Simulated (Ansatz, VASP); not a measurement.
# One calculation of In2BiP, two programs

POSCAR

```
In2BiP
1.0
    4.5464017166      0.0000000000      0.0000000000
    0.0000000000      4.5464017166      0.0000000000
    0.0000000000      0.0000000000      6.4923528558
P In Bi
1 2 1
Direct
    0.0000000000      0.0000000000      0.0000000000
    0.0000000000      0.5000000000      0.7814219074
    0.5000000000      0.0000000000      0.2185780926
    0.5000000000      0.5000000000      0.5000000000
```

INCAR.step1

```
SYSTEM = In2BiP
PREC = Accurate
ENCUT = 520
ISMEAR = -1
SIGMA = 0.02
LREAL = .FALSE.
LASPH = .TRUE.
NELM = 80
NBANDS = 31
GGA = PE
ALGO = Normal
EDIFF = 1E-4
LWAVE = .TRUE.
LCHARG = .FALSE.
```

The input INCAR.step2:

```
SYSTEM = In2BiP
PREC = Accurate
ENCUT = 520
EDIFF = 1E-6
ISMEAR = -1
SIGMA = 0.02
LREAL = .FALSE.
LASPH = .TRUE.
NELM = 80
ALGO = Normal
ISIF = 2
LWAVE = .FALSE.
LCHARG = .TRUE.
METAGGA = R2SCAN
LMIXTAU = .TRUE.
LELF = .TRUE.
LVHAR = .TRUE.
NBANDS = 31
ISTART = 1
```

KPOINTS

```
regular mesh
0
G
  6 6 4
  0 0 0
```

Input for Ansatz:

```yaml
crystal:
  lattice:
    - [4.5464017166, 0.0, 0.0]
    - [0.0, 4.5464017166, 0.0]
    - [0.0, 0.0, 6.4923528558]
  atoms:
    - { symbol: P, position: [0.0, 0.0, 0.0] }
    - { symbol: In, position: [0.0, 0.5, 0.7814219074] }
    - { symbol: Bi, position: [0.5, 0.5, 0.5] }
    - { symbol: In, position: [0.5, 0.0, 0.2185780926] }
kpoints:
  mp_grid: { grid: [6, 6, 4] }
hamiltonian:
  xc: r2scan
scf:
  occupations: { method: fermi_dirac, width: 0.02 }
  n_extra_bands: 5
output:
  forces: true
  stress: true
  eigenvalues: true
```

Alike in both runs: task single point; functional r2SCAN; k mesh 6 × 6 × 4; occupations fermi-dirac, width 0.02 eV; no spin polarisation.

|  | VASP | Ansatz |
| --- | --- | --- |
| version | VASP 6.6.1 | Ansatz 0.2.0 |
| potentials or method | VASP PAW PBE potentials, release 64 (P, In_d, Bi_d) | plane waves, PAW |
| plane-wave cutoff (eV) | 520 | 500 |
| valence electrons in the cell | 46 | 46 |

```tsv
	VASP	Ansatz	Ansatz less VASP
pressure (GPa)	-2.5	-2.5	+0.06
rms of the force components (eV/Å)	0.018	0.018	+0.0002
```

VASP's potentials were made for PBE, not for r2SCAN.

Neither program's run includes spin-orbit coupling.
